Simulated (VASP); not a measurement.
Runs of VASP 6.6.1 on Se. The structure is that of space group Im-3m (No. 229), or close to it. The cells are those of the table. 

| cell | k mesh | gap on the mesh (eV) | pressure (GPa) |
| --- | --- | --- | --- |
| a = 2.837 Å, angles 110.3, 109.1, 109.1°, 1 atom | 16 × 16 × 16 | none | (a) |
| a = 2.887, b = 2.729 Å, angles 108.4, 110.6, 108.4°, 1 atom | 18 × 18 × 18 | none | 9.1 |
| a = 3.030 Å, angles 109.5°, 1 atom | 18 × 18 × 18 | none | -7.1 |
| a = 2.997 Å, angles 109.5°, 1 atom | 18 × 18 × 18 | none | -5.3 |

Alike in all rows: task single point; level PBEsol; potentials or basis VASP PAW PBE potentials, release 64 (Se); no spin polarisation; cutoff (eV) 520; smearing gaussian 0.1 eV.

Fill in the values left out.

(a) 9.6.

Caveats: the PAW data sets were made with another functional, which shifts forces and pressure a little; the cell stands under pressure (at least some runs); the cell stands under tension (at least some runs).

A k mesh can miss the band edges, and the runs leave out spin-orbit coupling on Se.

A gap of «none» marks levels without a gap at the run's occupations.
